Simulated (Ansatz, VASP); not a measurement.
# Ga2O3: VASP beside Ansatz

File POSCAR:

```
Ga2O3
1.0
    1.3867400383     -4.6200514969      0.0000000000
    1.3867400383      4.6200514969      0.0000000000
    0.0000000000      0.0000000000      7.1967515757
Ga O
4 6
Direct
    0.2470095454      0.7529904546      0.7500000000
    0.7529904546      0.2470095454      0.2500000000
    0.0000000000      0.0000000000      0.0000000000
    0.0000000000      0.0000000000      0.5000000000
    0.3632528224      0.6367471776      0.4239322868
    0.6367471776      0.3632528224      0.5760677132
    0.6367471776      0.3632528224      0.9239322868
    0.3632528224      0.6367471776      0.0760677132
    0.1067657341      0.8932342659      0.2500000000
    0.8932342659      0.1067657341      0.7500000000
```

The input INCAR.step1:

```
PREC = Accurate
ENCUT = 520
ISMEAR = 0
SIGMA = 0.05
LREAL = F
LASPH = T
NELM = 80
NBANDS = 55
GGA = PE
ALGO = Normal
EDIFF = 1E-4
LWAVE = T
LCHARG = F
```

The input INCAR.step2:

```
PREC = Accurate
ENCUT = 520
EDIFF = 1E-6
ISMEAR = 0
SIGMA = 0.05
LREAL = F
LASPH = T
NELM = 80
ALGO = Normal
ISIF = 2
LWAVE = F
LCHARG = T
METAGGA = R2SCAN
LMIXTAU = T
LELF = T
LVHAR = T
NBANDS = 55
ISTART = 1
```

File KPOINTS:

```
Automatic mesh
0
Gamma
  8 8 4
```

Input for Ansatz:

```yaml
crystal:
  lattice:
    - [1.3867400383, -4.6200514969, 0.0]
    - [1.3867400383, 4.6200514969, 0.0]
    - [0.0, 0.0, 7.1967515757]
  atoms:
    - { symbol: Ga, position: [0.2470095454, 0.7529904546, 0.75] }
    - { symbol: Ga, position: [0.7529904546, 0.2470095454, 0.25] }
    - { symbol: Ga, position: [0.0, 0.0, 0.0] }
    - { symbol: Ga, position: [0.0, 0.0, 0.5] }
    - { symbol: O, position: [0.3632528224, 0.6367471776, 0.4239322868] }
    - { symbol: O, position: [0.6367471776, 0.3632528224, 0.5760677132] }
    - { symbol: O, position: [0.6367471776, 0.3632528224, 0.9239322868] }
    - { symbol: O, position: [0.3632528224, 0.6367471776, 0.0760677132] }
    - { symbol: O, position: [0.1067657341, 0.8932342659, 0.25] }
    - { symbol: O, position: [0.8932342659, 0.1067657341, 0.75] }
basis:
  ecutwfc: 500
kpoints:
  mp_grid: { grid: [8, 8, 4] }
hamiltonian:
  xc: r2scan
scf:
  occupations: { method: gaussian, width: 0.05 }
output:
  forces: true
  stress: true
  eigenvalues: true
  write_density: true
  write_potential: true
  elf: true
  volumetric_format: npy
```

Alike in both runs: task single point; functional r2SCAN; k mesh 8 × 8 × 4; occupations gaussian, width 0.05 eV; no spin polarisation.

|  | VASP | Ansatz |
| --- | --- | --- |
| version | VASP 6.6.1 | Ansatz 0.2.0 |
| potentials or method | VASP PAW PBE potentials, release 64 (Ga_d, O), cutoff 520 eV | scalar-relativistic, plane waves, PAW |
| valence electrons in the cell | 88 | 88 |

|  | VASP | Ansatz | Ansatz less VASP |
| --- | --- | --- | --- |
| gap on the k mesh at the Fermi level (eV) | 2.31 | 2.32 | +0.009 |
| least direct gap on the mesh (eV) | 2.33 | 2.34 | +0.009 |
| pressure (GPa) | 1.8 | 0.0 | -1.78 |
| traceless stress, the component that is largest in VASP (GPa) | -1.05 | 0.00 | +1.047 |
| rms of the force components (eV/Å) | 0.045 | 0.000 | -0.0446 |

VASP's potentials were made for PBE, not for r2SCAN. Atom by atom the forces differ by 0.045 eV/Å (rms over components).
